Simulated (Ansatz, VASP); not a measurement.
**One calculation of Pd, two programs**

INCAR

```
SYSTEM = Pd
ALGO     = Normal         ! electronic algorithm
EDIFF    = 1E-7           ! SCF threshold, eV
ENCUT    = 520            ! plane-wave cutoff, eV
GGA      = PE             ! functional
ISIF     = 2              ! what is computed and relaxed
ISMEAR   = -1             ! smearing method
ISPIN    = 2              ! spin polarisation
LASPH    = .True.         ! aspherical terms in the spheres
LCHARG   = .False.        ! write CHGCAR
LMAXMIX  = 4              ! l up to which the mixer works
LORBIT   = 11             ! projections on sites
LREAL    = .False.        ! projectors in reciprocal space
LWAVE    = .False.        ! write WAVECAR
MAGMOM   = 0.3 0.3        ! initial moments
NBANDS   = 21             ! bands
NELM     = 150            ! most SCF steps
PREC     = Accurate       ! precision mode
SIGMA    = 0.05           ! smearing width, eV
```

The input KPOINTS:

```
k-points
0
Gamma
  18 18 6
  0 0 0
```

The input POSCAR:

```
Pd
1.0
    2.7836650458      0.0000000000      0.0000000000
   -1.3918325229      2.4107246453      0.0000000000
    0.0000000000      0.0000000000      4.6288930000
Pd
2
Direct
    0.6666666667      0.3333333333      0.7500000000
    0.3333333333      0.6666666667      0.2500000000
```

Input for Ansatz:

```yaml
crystal:
  lattice:
    - [2.7836650458, 0.0, 0.0]
    - [-1.3918325229, 2.4107246453, 0.0]
    - [0.0, 0.0, 4.628893]
  atoms:
    - { symbol: Pd, position: [0.6666666667, 0.3333333333, 0.75], spin: 0.3 }
    - { symbol: Pd, position: [0.3333333333, 0.6666666667, 0.25], spin: 0.3 }
magnetization:
  spin_polarized: true
kpoints:
  mp_grid: { grid: [18, 18, 6] }
  band_path:
    path:
      - [0.0, 0.0, 0.0]
      - [0.5, 0.0, 0.0]
      - [0.3333333333, 0.3333333333, 0.0]
      - [0.0, 0.0, 0.0]
      - [0.0, 0.0, 0.5]
      - [0.5, 0.0, 0.5]
      - [0.3333333333, 0.3333333333, 0.5]
      - [0.0, 0.0, 0.5]
      - [0.5, 0.0, 0.5]
    npoints: 8
scf:
  occupations: { method: fermi_dirac, width: 0.05 }
  lower_state_search: "off"
hamiltonian:
  xc: pbe
  pseudopotentials: { kind: all_electron, datasets: crystal }
output:
  eigenvalues: false
  eigenstates:
    nscf_kmesh: { grid: [18, 18, 6] }
    top_band: c23
    exchange_couplings: { magnetic: [{ species: Pd }] }
```

Alike in both runs: task single point; functional PBE; k mesh 18 × 18 × 6; occupations fermi-dirac, width 0.05 eV; collinear spin.

```csv
,VASP,Ansatz
version,VASP 6.6.1,Ansatz 0.2.0
potentials or method,"VASP PAW PBE potentials, release 64 (Pd), cutoff 520 eV","all-electron PAW with datasets made for the crystal, scalar-relativistic"
```

Ansatz gave:

| Item | Value |
| --- | --- |
| net moment per atom (μB) | 0.34 |
| size of the moment on the site where the two differ most (μB) | 0.35 |

**Question.** What did VASP give for the same quantities?

**Answer.** net moment per atom (μB): 0.34; size of the moment on the site where the two differ most (μB): 0.34.

Site moments also hang on the region over which each program counts them. Ansatz ran all-electron here, and VASP with PAW potentials. Ansatz's warnings: band levels unverified.
